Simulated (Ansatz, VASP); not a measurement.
# Ru in VASP and in Ansatz

```
CELL_PARAMETERS angstrom
2.68948 0.00000 0.00000
-1.34474 2.32916 0.00000
0.12756 0.00000 4.25194
ATOMIC_POSITIONS crystal
Ru 0.33354 0.66709 0.25000
Ru 0.66646 0.33291 0.75000
```

Change from the starting cell: shear of c along a, cell held, atoms relaxed: +3.0 %.

Alike in both runs: functional PBEsol; k mesh 24 × 24 × 12; occupations gaussian, width 0.1 eV; no spin polarisation.

Ansatz relaxed the structure, and its values are those at the end. VASP's run is a single point on that final structure, the one shown.

|  | VASP | Ansatz |
| --- | --- | --- |
| version | VASP 6.6.1 | Ansatz 0.2.0 |
| potentials or method | VASP PAW PBE potentials, release 64 (Ru_pv), cutoff 500 eV | scalar-relativistic, plane waves, PAW |
| valence electrons in the cell | 28 | 32 |

VASP gave:

- gap on the k mesh at the Fermi level (eV): none
- pressure (GPa): 0.3
- rms of the force components (eV/Å): 0.004

Question: What did Ansatz give for the same quantities?

Answer: gap on the k mesh at the Fermi level (eV): none; pressure (GPa): 0.3; rms of the force components (eV/Å): 0.003.

VASP's potentials were made for PBE, not for PBEsol. A gap of «none» marks a metal or a gap that the smearing closes. The functional is the same, so the differences come from potentials, cutoffs and numerics. VASP's potentials hold 28 valence electrons a cell and Ansatz's 32, so a difference there can come from the potentials and not from the codes. Ansatz's warnings: stress scf threshold loose.
